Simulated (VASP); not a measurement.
Here is a VASP 6.6.1 calculation.

The input INCAR:

```
SYSTEM = Co3W2
PREC = Accurate ; ENCUT = 600
EDIFF = 1E-6 ; ISMEAR = 0
SIGMA = 0.1 ; LREAL = .False.
LASPH = .True. ; NELM = 150
ALGO = Fast ; ISIF = 3
LWAVE = .False. ; LCHARG = .False.
ISPIN = 2 ; MAGMOM = 3 3 3 3 3 3 0 0 0 0
LORBIT = 11 ; LMAXMIX = 4
GGA = PE ; IBRION = 2
NSW = 90 ; EDIFFG = -0.04
```

Contents of KPOINTS:

```
Automatic mesh
0
Gamma
  6 6 1
  0 0 0
```

File POSCAR:

```
Co3W2
1.0
    2.6369121300      0.0000000000      0.0000000000
   -1.3184560700      2.2836328900      0.0000000000
    0.0000000000      0.0000000000     21.9353269800
Co W
6 4
Direct
    0.3333333300      0.6666666700      0.2500000000
    0.3333333300      0.6666666700      0.6500000000
    0.3333333300      0.6666666700      0.8500000000
    0.6666666700      0.3333333300      0.1500000000
    0.6666666700      0.3333333300      0.3500000000
    0.6666666700      0.3333333300      0.7500000000
    0.3333333300      0.6666666700      0.0500000000
    0.3333333300      0.6666666700      0.4500000000
    0.6666666700      0.3333333300      0.5500000000
    0.6666666700      0.3333333300      0.9500000000
```

Potentials or basis: VASP PAW PBE potentials, release 64 (Co, W_sv).

The run is started by

```bash
$ cat potpaw_PBE.64/Co/POTCAR potpaw_PBE.64/W_sv/POTCAR > POTCAR
$ mpirun -np 1 vasp_std > vasp.out
```

(1) Estimate the site moments.

(2) Estimate the space group after relaxing (to 0.1 Å).

Results:

(1) Co +1.57, +0.85 (each value once); W -0.12 μB.

(2) P6_3/mmc (No. 194).

Caveat: the k points lie up to 0.45 Å⁻¹ apart in the final cell.
